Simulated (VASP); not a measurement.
# SrAlO (P-6m2) in VASP: further runs

The runs below take SrAlO through single point, with PBE.

All numbers are computed with VASP 6.6.1; they aren't measurements. Logs are shortened: lines on timing, memory, paths and dates and some standing lists are left out, and cuts for length are marked.

## 1. The cell of the first run

Symmetry: P-6m2, No. 187, hexagonal system. The conventional cell has a = 4.284 Å, b = 4.284 Å, c = 3.576 Å, α = 90.00°, β = 90.00°, γ = 120.00°. Within 4.0 Å of Sr (site symmetry -6m2) lie 6 Al at 3.05 Å and 6 O at 3.05 Å and 2 Sr at 3.58 Å. Al (site symmetry -6m2) has 3 O at 2.47 Å and 6 Sr at 3.05 Å within 3.3 Å. Within 3.3 Å of O (site symmetry -6m2) lie 3 Al at 2.47 Å and 6 Sr at 3.05 Å.

## 2. Single point, PBE

INCAR reads:

```
SYSTEM = SrAlO
PREC     = Accurate       ! precision mode
ENCUT    = 520            ! plane-wave cutoff, eV
EDIFF    = 1E-6           ! SCF threshold, eV
ISMEAR   = 0              ! smearing method
SIGMA    = 0.1            ! smearing width, eV
LREAL    = .False.        ! projectors in reciprocal space
LASPH    = .True.         ! aspherical terms in the spheres
NELM     = 60             ! most SCF steps
ALGO     = Normal         ! electronic algorithm
ISIF     = 2              ! what is computed and relaxed
LWAVE    = .False.        ! write WAVECAR
LCHARG   = .False.        ! write CHGCAR
GGA      = PE             ! functional
NBANDS   = 16             ! bands
```

KPOINTS reads:

```
regular mesh
0
Gamma
  6 6 6
  0 0 0
```

POSCAR reads:

```
SrAlO
1.0
    4.2842414100      0.0000000000      0.0000000000
   -2.1421207100      3.7102619000      0.0000000000
    0.0000000000      0.0000000000      3.5761822100
Sr Al O
1 1 1
Direct
    0.6666666700      0.3333333300      0.0000000000
    0.3333333300      0.6666666700      0.5000000000
    0.0000000000      0.0000000000      0.5000000000
```

Potentials or basis: VASP PAW PBE potentials, release 64 (Sr_sv, Al, O).

Command:

```
> cat potpaw_PBE.64/Sr_sv/POTCAR potpaw_PBE.64/Al/POTCAR potpaw_PBE.64/O/POTCAR > POTCAR
> mpirun -np 1 vasp_std > vasp.out
```

OUTCAR:

```text
SYSTEM = SrAlO
   PREC = Accurate
   ENCUT = 520
   EDIFF = 1E-6
   ISMEAR = 0
   LREAL = .False.
   LASPH = .True.
   NELM = 60
   ISIF = 2
   GGA = PE

 ion  position               nearest neighbor table
   1  0.667  0.333  0.000-   2 3.05   2 3.05   3 3.05   3 3.05   2 3.05   2 3.05   3 3.05   3 3.05
                             3 3.05   3 3.05   2 3.05   2 3.05
   2  0.333  0.667  0.500-   3 2.47   3 2.47   3 2.47   1 3.05   1 3.05   1 3.05   1 3.05   1 3.05
                             1 3.05
   3  0.000  0.000  0.500-   2 2.47   2 2.47   2 2.47   1 3.05   1 3.05   1 3.05   1 3.05   1 3.05
                             1 3.05

  LATTYP: Found a hexagonal cell.
 ALAT       =     4.2842414100
 C/A-ratio  =     0.8347293880

  Lattice vectors:

 A1 = (   4.2842414100,   0.0000000000,   0.0000000000)
 A2 = (  -2.1421207100,   3.7102619000,   0.0000000000)
 A3 = (   0.0000000000,   0.0000000000,   3.5761822100)

Analysis of symmetry for initial positions (statically):
=====================================================================
 Subroutine PRICEL returns:
 Original cell was already a primitive cell.

 Routine SETGRP: Setting up the symmetry group for a
 hexagonal supercell.

 Subroutine GETGRP returns: Found 12 space group operations
 (whereof 12 operations were pure point group operations)
 out of a pool of 24 trial point group operations.

The static configuration has the point symmetry D_3h.

Analysis of symmetry for dynamics (positions and initial velocities):
=====================================================================
 Subroutine PRICEL returns:
 Original cell was already a primitive cell.

 Routine SETGRP: Setting up the symmetry group for a
 hexagonal supercell.

 Subroutine GETGRP returns: Found 12 space group operations
 (whereof 12 operations were pure point group operations)
 out of a pool of 24 trial point group operations.

The dynamic configuration has the point symmetry D_3h.

 Subroutine INISYM returns: Found 12 space group operations
 (whereof 12 operations are pure point group operations),
 and found     1 'primitive' translations

----------------------------------------------------------------------------------------

                                     Primitive cell

  volume of cell :      56.8458

  direct lattice vectors                    reciprocal lattice vectors
     4.284241410  0.000000000  0.000000000     0.233413551  0.134761377  0.000000000
    -2.142120710  3.710261900  0.000000000     0.000000000  0.269522753  0.000000000
[... 85 lines left out ...]
   ENCUT  =  520.0 eV  38.22 Ry    6.18 a.u.   7.97  7.97  6.65*2*pi/ulx,y,z
   NELM   =     60;   NELMIN=  2; NELMDL= -5     # of ELM steps
   EDIFF  = 0.1E-05   stopping-criterion for ELM
   LREAL  =      F    real-space projection
   EDIFFG = 0.1E-04   stopping-criterion for IOM
   NSW    =      0    number of steps for IOM
   IBRION =     -1    ionic relax: 0-MD 1-quasi-New 2-CG
   NFREE  =      0    steps in history (QN), initial steepest desc. (CG)
   ISIF   =      2    stress and relaxation
   ISYM   =      2    0-nonsym 1-usesym 2-fastsym
   POTIM  = 0.5000    time-step for ionic-motion
   TEBEG  =    0.0;   TEEND  =   0.0 temperature during run
   PSTRESS=    0.0 pullay stress
   NELECT =      19.0000    total number of electrons
   NUPDOWN=      -1.0000    fix difference up-down
   EMIN   =  10.00;   EMAX   =-10.00  energy-range for DOS
   EFERMI =   0.00;   METHOD = LEGACY
   ISMEAR =     0;   SIGMA  =   0.10  broadening in eV -4-tet -1-fermi 0-gaus
   EFERMI_NEDOS =   21; number of points for ismear=-14 and -15
   IALGO  =     38    algorithm
   IMIX   =      4    mixing-type and parameters
     AMIX     =   0.40;   BMIX     =  1.00
     AMIX_MAG =   1.60;   BMIX_MAG =  1.00
  volume/ion in A,a.u.               =      18.95       127.87
  Fermi-wavevector in a.u.,A,eV,Ry     =   1.136126  2.146968 17.562172  1.290783
  Thomas-Fermi vector in A             =   2.272831
   LORBIT       =      0    0 simple, 1 ext, 2 COOP (PROOUT), +10 PAW based schemes
   GGA     = PE    functional components
   LHFCALC =     F    Hartree Fock is set to
   AEXX    =    0.0000 exact exchange contribution
   IVDW    =     0    specifies the selected vdW correction
   LEPSILON=     F    determine dielectric tensor
   LRPA    =     F    only Hartree local field effects (RPA)
 non-spin polarized calculation
 Gauss-broadening in eV      SIGMA  =   0.10
  energy-cutoff  :      520.00
  volume of cell :       56.85
 maximum number of plane-waves:      1554
 NGX is ok and might be reduce to    32
   NGX = 15   NGY = 15   NGZ = 13

 number of electron      19.0000002 magnetization

 Free energy of the ion-electron system (eV)
  ---------------------------------------------------
  ext. energy  EPLUGINS =         0.00000000
  ---------------------------------------------------
  free energy    TOTEN  =       -12.36221074 eV

  energy without entropy =      -12.35702584  energy(sigma->0) =      -12.35961829

 E-fermi :   4.7534     XC(G=0):  -9.7170

 val. band max:        4.6840437479   @ k =   0.3333   0.3333   0.5000
 cond. band min:       4.7673707723   @ k =   0.1667   0.0000   0.0000
 fundamental gap:      0.0833270244
 Fermi energy:         4.7533518677

 k-point     1 :       0.0000    0.0000    0.0000
  band No.  band energies     occupation
      1     -30.8691      2.00000
      2     -13.1335      2.00000
      3     -12.8428      2.00000
      4     -12.8428      2.00000
      5     -12.8340      2.00000
      6      -0.5752      2.00000
[... 433 lines left out ...]
      3     -12.9007      2.00000
      4     -12.7921      2.00000
      5     -12.7413      2.00000
      6      -0.5805      2.00000
[... 8 lines left out ...]
     15      11.0249      0.00000
     16      11.9946      0.00000

 [... further k-points ...]
[... 5 lines left out ...]
  --------------------------------------------------------------------------------------
  -------------------------------------------------------------------------------------
  Total       -1.0282412     -1.0282412      3.6807346      0.0000000      0.0000000      0.0000000
  in kB      -28.9806043    -28.9806043    103.7401682      0.0000000      0.0000000      0.0000000
  external PRESSURE =      15.2596532 kB  Pullay stress =       0.0000000 kB

 VOLUME and BASIS-vectors are now :
 -----------------------------------------------------------------------------
  energy-cutoff  :      520.00
  volume of cell :       56.85
      direct lattice vectors                 reciprocal lattice vectors
     4.284241410  0.000000000  0.000000000     0.233413551  0.134761377  0.000000000
    -2.142120710  3.710261900  0.000000000     0.000000000  0.269522753  0.000000000
     0.000000000  0.000000000  3.576182210     0.000000000  0.000000000  0.279627810

 POSITION                                       TOTAL-FORCE (eV/Angst)
 -----------------------------------------------------------------------------------
      2.14212      1.23675      0.00000         0.000000     -0.000000      0.000000
     -0.00000      2.47351      1.78809        -0.000000      0.000000      0.000000
      0.00000      0.00000      1.78809        -0.000000      0.000000      0.000000
 -----------------------------------------------------------------------------------
    total drift:                               -0.000017      0.000010      0.000000

  FREE ENERGIE OF THE ION-ELECTRON SYSTEM (eV)
  ---------------------------------------------------
  free  energy   TOTEN  =       -12.3622107415 eV

  energy  without entropy=      -12.3570258362  energy(sigma->0) =      -12.35961829
```

stdout:

```text
POSCAR found type information on POSCAR SrAlO
 POSCAR found :  3 types and       3 ions
 scaLAPACK will be used
 LDA part: xc-table for (Slater+PW92), standard interpolation
 POSCAR, INCAR and KPOINTS ok, starting setup
 FFT: planning ... GRIDC
 FFT: planning ... GRID_SOFT
 FFT: planning ... GRID
 WAVECAR not read
 entering main loop
```

Wall time 12 s (1 thread of Intel Xeon Platinum 8488C (Sapphire Rapids), shared host); peak memory 0.19 GiB.

What came out:

```yaml
Free_energy: -12.3622 eV
Pressure: 1.5 GPa
```

Stress tensor (GPa, compression positive):
```
-2.90  0.00  0.00
 0.00 -2.90  0.00
 0.00  0.00 10.37
```

Levels at points of the mesh, in eV from the Fermi level:
```tsv
k point	band 7	band 8	band 9	band 10	band 11	band 12
(0.00, 0.00, 0.00)	-4.14	-4.14	-2.71	0.39	1.63	1.63
(0.50, 0.00, 0.00)	-4.13	-2.80	-2.31	0.31	2.12	2.81
(0.00, 0.00, 0.50)	-3.88	-3.88	-2.62	-0.42	0.83	0.83
(0.50, 0.00, 0.50)	-4.44	-3.69	-1.47	-1.20	2.28	2.62
```

Caveat: an odd number of electrons without spin polarisation forces a metal; a magnetic or distorted state may lie lower.

## 3. Single point, PBE

This run uses another cell than the first one, of 20.22 Å³/atom, 1.067 times its volume.

INCAR reads:

```
  PREC = Accurate
  ENCUT = 520
  EDIFF = 1E-6
  ISMEAR = 0
  SIGMA = 0.1
  LREAL = False
  LASPH = True
  NELM = 60
  ALGO = Normal
  ISIF = 2
  LWAVE = False
  LCHARG = False
  GGA = PE
  NBANDS = 16
```

KPOINTS reads:

```
regular mesh
0
Gamma
  12 12 14
```

POSCAR reads:

```
SrAlO
1.0
    3.6523655243      0.0000000025      0.0000000000
   -1.8261827643      3.1630413267      0.0000000000
    0.0000000000      0.0000000000      5.2505893300
Sr Al O
1 1 1
Direct
    0.6666666667      0.3333333333      0.0000000000
    0.3333333333      0.6666666667      0.5000000000
    0.0000000000      0.0000000000      0.5000000000
```

Potentials or basis: VASP PAW PBE potentials, release 64 (Sr_sv, Al, O).

Command:

```
> cat potpaw_PBE.64/Sr_sv/POTCAR potpaw_PBE.64/Al/POTCAR potpaw_PBE.64/O/POTCAR > POTCAR
> mpirun -np 1 vasp_std > vasp.out
```

It took 73 s on 1 thread of Intel Xeon Platinum 8488C (Sapphire Rapids), shared host; peak memory 0.3 GiB.

It converged, with:

* Free energy: -13.0485 eV
* Pressure: 0.0 GPa

Levels at points of the mesh, in eV from the Fermi level:
| k point | band 8 | band 9 | band 10 | band 11 | band 12 | band 13 |
| --- | --- | --- | --- | --- | --- | --- |
| (0.00, 0.00, 0.00) | -4.73 | -4.09 | -0.30 | 2.42 | 3.29 | 3.29 |
| (0.50, 0.00, 0.00) | -4.39 | -0.64 | 0.26 | 0.49 | 2.20 | 4.06 |
| (0.00, 0.00, 0.50) | -4.74 | -2.71 | -0.91 | 2.63 | 3.29 | 3.29 |
| (0.50, 0.00, 0.50) | -4.27 | -0.82 | -0.73 | 2.43 | 2.99 | 3.57 |

Caveat: an odd number of electrons without spin polarisation forces a metal; a magnetic or distorted state may lie lower.
